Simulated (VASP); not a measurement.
# BeS (F-43m) in VASP: further runs, part 2 of 2

VASP 6.6.1.

**3. G0W0 quasiparticle levels, PBE**

The input, POSCAR:

```
BeS
1.0
    0.0000000000      2.4343062304      2.4343062304
    2.4343062304      0.0000000000      2.4343062304
    2.4343062304      2.4343062304      0.0000000000
Be S
1 1
Direct
    0.0000000000      0.0000000000      0.0000000000
    0.2500000000      0.2500000000      0.2500000000
```

The input, INCAR.step1:

```
SYSTEM = BeS
PREC     = Accurate       ! precision mode
ENCUT    = 500            ! plane-wave cutoff, eV
EDIFF    = 1E-8           ! SCF threshold, eV
ISMEAR   = 0              ! smearing method
SIGMA    = 0.01           ! smearing width, eV
LREAL    = .FALSE.        ! projectors in reciprocal space
LASPH    = .TRUE.         ! aspherical terms in the spheres
NELM     = 100            ! most SCF steps
ALGO     = Normal         ! electronic algorithm
LWAVE    = .TRUE.         ! write WAVECAR
LCHARG   = .FALSE.        ! write CHGCAR
GGA      = PE             ! functional
```

The input, INCAR.step2:

```
SYSTEM = BeS
PREC     = Accurate       ! precision mode
ENCUT    = 500            ! plane-wave cutoff, eV
EDIFF    = 1E-8           ! SCF threshold, eV
ISMEAR   = 0              ! smearing method
SIGMA    = 0.01           ! smearing width, eV
LREAL    = .FALSE.        ! projectors in reciprocal space
LASPH    = .TRUE.         ! aspherical terms in the spheres
NELM     = 1              ! most SCF steps
ALGO     = Exact          ! electronic algorithm
LWAVE    = .TRUE.         ! write WAVECAR
LCHARG   = .FALSE.        ! write CHGCAR
GGA      = PE             ! functional
NBANDS   = 64             ! bands
LOPTICS  = .TRUE.         ! frequency-dependent dielectric function
ISTART   = 1
```

The input, INCAR.step3:

```
SYSTEM = BeS
PREC     = Accurate       ! precision mode
ENCUT    = 500            ! plane-wave cutoff, eV
EDIFF    = 1E-8           ! SCF threshold, eV
ISMEAR   = 0              ! smearing method
SIGMA    = 0.01           ! smearing width, eV
LREAL    = .FALSE.        ! projectors in reciprocal space
LASPH    = .TRUE.         ! aspherical terms in the spheres
ALGO     = EVGW0          ! electronic algorithm
LWAVE    = .FALSE.        ! write WAVECAR
LCHARG   = .FALSE.        ! write CHGCAR
GGA      = PE             ! functional
NELMGW   = 1            
NBANDS   = 64             ! bands
ENCUTGW  = 80.0           ! cutoff of the response function
NOMEGA   = 48             ! frequency points
PRECFOCK = Fast         
ISTART   = 1            
NBANDSGW = 12
```

The input, KPOINTS:

```
Automatic mesh
0
G
  4 4 4
  0 0 0
```

Potentials or basis: VASP PAW PBE potentials, release 64 (Be_GW, S_GW).

Started as:

```console
$ cat potpaw_PBE.64/Be_GW/POTCAR potpaw_PBE.64/S_GW/POTCAR > POTCAR
$ cp INCAR.step1 INCAR
$ mpirun -np 1 vasp_std > vasp.out
$ cp INCAR.step2 INCAR
$ mpirun -np 1 vasp_std > vasp.out
$ cp INCAR.step3 INCAR
$ mpirun -np 1 vasp_std > vasp.out
```

OUTCAR:

```text
SYSTEM = BeS
   PREC = Accurate
   ENCUT = 500
   EDIFF = 1E-8
   ISMEAR = 0
   LREAL = .FALSE.
   LASPH = .TRUE.
   GGA = PE
   NELMGW = 1
   ENCUTGW = 80.0
   PRECFOCK = Fast
   ISTART = 1

 ion  position               nearest neighbor table
   1  0.000  0.000  0.000-   2 2.11   2 2.11   2 2.11   2 2.11
   2  0.250  0.250  0.250-   1 2.11   1 2.11   1 2.11   1 2.11

  LATTYP: Found a face centered cubic cell.
 ALAT       =     4.8686124608

  Lattice vectors:

 A1 = (   0.0000000000,   2.4343062304,   2.4343062304)
 A2 = (   2.4343062304,   0.0000000000,   2.4343062304)
 A3 = (   2.4343062304,   2.4343062304,   0.0000000000)

Analysis of symmetry for initial positions (statically):
=====================================================================
 Subroutine PRICEL returns:
 Original cell was already a primitive cell.

 Routine SETGRP: Setting up the symmetry group for a
 face centered cubic supercell.

 Subroutine GETGRP returns: Found 24 space group operations
 (whereof 24 operations were pure point group operations)
 out of a pool of 48 trial point group operations.

The static configuration has the point symmetry T_d .

Analysis of symmetry for dynamics (positions and initial velocities):
=====================================================================
 Subroutine PRICEL returns:
 Original cell was already a primitive cell.

 Routine SETGRP: Setting up the symmetry group for a
 face centered cubic supercell.

 Subroutine GETGRP returns: Found 24 space group operations
 (whereof 24 operations were pure point group operations)
 out of a pool of 48 trial point group operations.

The dynamic configuration has the point symmetry T_d .

 Subroutine INISYM returns: Found 24 space group operations
 (whereof 24 operations are pure point group operations),
 and found     1 'primitive' translations

----------------------------------------------------------------------------------------

                                     Primitive cell

  volume of cell :      28.8507

  direct lattice vectors                    reciprocal lattice vectors
     0.000000000  2.434306230  2.434306230    -0.205397330  0.205397330  0.205397330
     2.434306230  0.000000000  2.434306230     0.205397330 -0.205397330  0.205397330
     2.434306230  2.434306230  0.000000000     0.205397330  0.205397330 -0.205397330

  length of vectors
     3.442628886  3.442628886  3.442628886     0.355758611  0.355758611  0.355758611

  position of ions in fractional coordinates (direct lattice)
     0.000000000  0.000000000  0.000000000
     0.250000000  0.250000000  0.250000000

  ion indices of the primitive-cell ions
   primitive index   ion index
                 1           1
                 2           2

----------------------------------------------------------------------------------------

 KPOINTS: Automatic mesh

Automatic generation of k-mesh.
 Grid dimensions read from file:
 generate k-points for:    4    4    4

 Generating k-lattice:

  Cartesian coordinates                     Fractional coordinates (reciprocal lattice)
    -0.051349332  0.051349332  0.051349332     0.250000000  0.000000000  0.000000000
     0.051349332 -0.051349332  0.051349332     0.000000000  0.250000000  0.000000000
     0.051349332  0.051349332 -0.051349332     0.000000000  0.000000000  0.250000000

  Length of vectors
     0.088939653  0.088939653  0.088939653

  Shift w.r.t. Gamma in fractional coordinates (k-lattice)
     0.000000000  0.000000000  0.000000000

 Subroutine IBZKPT returns following result:
 ===========================================

 Found      8 irreducible k-points:

 Following reciprocal coordinates:
            Coordinates               Weight
  0.000000  0.000000  0.000000      1.000000
  0.250000  0.000000  0.000000      8.000000
  0.500000  0.000000  0.000000      4.000000
  0.250000  0.250000  0.000000      6.000000
  0.500000  0.250000  0.000000     24.000000
 -0.250000  0.250000  0.000000     12.000000
  0.500000  0.500000  0.000000      3.000000
 -0.250000  0.500000  0.250000      6.000000
   k-points           NKPTS =      8   k-points in BZ     NKDIM =     64   number of bands    NBANDS=     64
   number of dos      NEDOS =    301   number of ions     NIONS =      2
   total plane-waves  NPLWV =  21952
   dimension x,y,z NGX =    28 NGY =   28 NGZ =   28
   dimension x,y,z NGXF=    56 NGYF=   56 NGZF=   56
   ions per type =               1   1
   NGX,Y,Z   is equivalent  to a cutoff of  13.52, 13.52, 13.52 a.u.
   NGXF,Y,Z  is equivalent  to a cutoff of  27.04, 27.04, 27.04 a.u.
 SYSTEM =  BeS
   PREC   = accura    normal or accurate (medium, high low for compatibility)
   ISTART =      1    job   : 0-new  1-cont  2-samecut
   ICHARG =      0    charge: 1-file 2-atom 10-const
   ISPIN  =      1    spin polarized calculation?
   LNONCOLLINEAR =      F non collinear calculations
   LSORBIT =      F    spin-orbit coupling
   LASPH  =      T    aspherical Exc in radial PAW
   ENCUT  =  500.0 eV  36.75 Ry    6.06 a.u.   6.28  6.28  6.28*2*pi/ulx,y,z
   NELM   =     60;   NELMIN=  2; NELMDL=  0     # of ELM steps
   EDIFF  = 0.1E-07   stopping-criterion for ELM
   LREAL  =      F    real-space projection
   EDIFFG = 0.1E-06   stopping-criterion for IOM
   NSW    =      0    number of steps for IOM
   IBRION =     -1    ionic relax: 0-MD 1-quasi-New 2-CG
   NFREE  =      0    steps in history (QN), initial steepest desc. (CG)
   ISIF   =      0    stress and relaxation
   ISYM   =      3    0-nonsym 1-usesym 2-fastsym
   POTIM  = 0.5000    time-step for ionic-motion
   TEBEG  =    0.0;   TEEND  =   0.0 temperature during run
   PSTRESS=    0.0 pullay stress
   NELECT =       8.0000    total number of electrons
   NUPDOWN=      -1.0000    fix difference up-down
   EMIN   =  10.00;   EMAX   =-10.00  energy-range for DOS
   EFERMI =   0.00;   METHOD = LEGACY
   ISMEAR =     0;   SIGMA  =   0.01  broadening in eV -4-tet -1-fermi 0-gaus
   EFERMI_NEDOS =   21; number of points for ismear=-14 and -15
   IALGO  =     38    algorithm
   IMIX   =      4    mixing-type and parameters
     AMIX     =   0.40;   BMIX     =  1.00
     AMIX_MAG =   1.60;   BMIX_MAG =  1.00
  volume/ion in A,a.u.               =      14.43        97.35
  Fermi-wavevector in a.u.,A,eV,Ry     =   1.067545  2.017368 15.505918  1.139653
  Thomas-Fermi vector in A             =   2.203165
   LORBIT       =      0    0 simple, 1 ext, 2 COOP (PROOUT), +10 PAW based schemes
   GGA     = PE    functional components
   LHFCALC =     T    Hartree Fock is set to
   PRECFOCK=fast      Normal, Fast or Accurate (Low or Medium for compatibility)
   ENCUT4O =  -1.0   cutoff for four orbital integrals eV
   NKREDX  =     1    reduce k-point grid by
   NKREDY  =     1    reduce k-point grid by
   NKREDZ  =     1    reduce k-point grid by
   AEXX    =    1.0000 exact exchange contribution
   HFSCREEN=    0.0000 screening length (either q_TF or 0.3 A-1)
   HFSCREENC=   0.0000 screening length for correlation (either q_TF or 0.3 A-1)
   ENCUTFOCK=  -1.0 apply spherical cutoff to Coloumb kernel
   IVDW    =     0    specifies the selected vdW correction
   LEPSILON=     F    determine dielectric tensor
   LRPA    =     F    only Hartree local field effects (RPA)
   LRPAFORCE           =     F    calculate RPA forces
   ENCUTGW             =  80.0    cutoff for response function in eV
   ENCUTGWSOFT         =  64.0    soft cutoff for Coulomb kernel in GW response function in eV
   ENCUTLF             =  -1.0    cutoff for local field effects
   NELMGW              =     1    number of iterations in solving QP/BSE equation
   NELMHF              =     1    number of iterations in the inner HF iteration
   NKREDLFX            =     1    NKREDLFY  =   1   NKREDLFZ  =   1
 non-spin polarized calculation
 Gauss-broadening in eV      SIGMA  =   0.01
  energy-cutoff  :      500.00
  volume of cell :       28.85
 maximum number of plane-waves:       754
 NGX is ok and might be reduce to    28
  NGX = 14; NGY = 14; NGZ = 14
   NGX = 13   NGY = 13   NGZ = 13
 maximum number of plane-waves:        59
 NGX is ok and might be reduce to    10

 QP shifts <psi_nk| G(iteration)W_0 |psi_nk>: iteration 1
 for sc-GW calculations column KS-energies equals QP-energies in previous step
 and V_xc(KS)=  KS-energies - (<T + V_ion + V_H > + <T+V_H+V_ion>^1  + <V_x>^1)

 k-point   1 :       0.0000    0.0000    0.0000
  band No.  KS-energies  QP-energies   sigma(KS)   V_xc(KS)     V^pw_x(r,r')   Z            occupation Imag(sigma)

      1      -9.9238     -10.7073     -13.8204     -12.7969     -21.3167       0.7656       2.0000       1.5958
      2       3.6985       3.0335     -14.5465     -13.7029     -16.6002       0.7884       2.0000       0.0697
      3       3.6985       3.0335     -14.5465     -13.7029     -16.6002       0.7884       2.0000       0.0697
      4       3.6985       3.0335     -14.5465     -13.7029     -16.6002       0.7884       2.0000       0.0697
      5       9.3382      10.1862      -9.4517     -10.5184      -5.2071       0.7949       0.0000      -0.0896
      6       9.3382      10.1862      -9.4517     -10.5184      -5.2071       0.7949       0.0000      -0.0896
      7       9.3382      10.1862      -9.4517     -10.5184      -5.2071       0.7949       0.0000      -0.0896
      8       9.4800      10.0923      -9.6466     -10.4162      -5.2385       0.7955       0.0000      -0.0991
      9      16.3137      17.3192     -10.1288     -11.4347      -4.9428       0.7700       0.0000      -0.2088
     10      16.3137      17.3192     -10.1288     -11.4347      -4.9428       0.7700       0.0000      -0.2088
     11      18.4840      18.5737      -8.4064      -8.5247      -2.3184       0.7581       0.0000      -0.4789
     12      20.1712      20.4124      -8.3652      -8.6744      -2.2504       0.7803       0.0000      -0.5685
[... 100 lines left out ...]
      1      -7.7559      -8.2147     -14.5682     -13.9285     -21.5811       0.7171       2.0000       1.0595
      2      -0.5221      -1.5993     -13.4236     -11.9915     -16.6418       0.7522       2.0000       0.1357
      3      -0.1174      -1.1240     -13.1204     -11.8017     -15.9977       0.7633       2.0000       0.1178
      4       0.3978      -0.5407     -12.9458     -11.7282     -15.5647       0.7707       2.0000       0.1027
      5      10.1403      10.7301      -9.7699     -10.5107      -5.6277       0.7962       0.0000      -0.0963
      6      11.7545      12.4738      -9.1859     -10.0920      -4.6353       0.7938       0.0000      -0.1131
      7      12.0695      12.8326      -9.2379     -10.2212      -4.1861       0.7760       0.0000      -0.1374
      8      12.4441      13.4063     -10.5538     -11.8058      -5.6127       0.7685       0.0000      -0.1391
      9      17.8162      18.9354     -10.4235     -11.9142      -4.5042       0.7508       0.0000      -0.3548
     10      17.9928      18.7726     -10.4409     -11.4961      -4.1889       0.7391       0.0000      -0.4402
     11      20.4504      21.5495     -10.3617     -11.8088      -4.0217       0.7595       0.0000      -0.5703
     12      22.0868      22.6952      -9.7818     -10.5489      -3.4749       0.7932       0.0000      -0.8577
```

Wall time 74 s (1 thread of Intel Xeon 8259CL, shared host); peak memory 0.25 GiB.

Results:

| Property | Result |
| --- | --- |
| Band gap on the k mesh, mean-field level | 3.12 eV, indirect (least direct gap 5.64 eV) |
| Quasiparticle gap | 4.19 eV |
| Least direct quasiparticle gap | 7.04 eV |

Levels at points of the mesh, in eV from the valence-band top:
```tsv
k point	band 1	band 2	band 3	band 4	band 5	band 6	band 7	band 8
(0.00, 0.00, 0.00)	-13.62	0.00	0.00	0.00	5.64	5.64	5.64	5.78
(0.50, 0.00, 0.00)	-12.04	-5.73	-1.02	-1.02	5.41	6.53	6.53	11.15
(0.50, 0.50, 0.00)	-11.51	-4.97	-2.61	-2.61	3.12	4.90	12.62	12.62
```

Caveat: the k points lie up to 0.56 Å⁻¹ apart; bands, screening cutoff and mesh are small and nothing is extrapolated, so the quasiparticle values aren't converged.
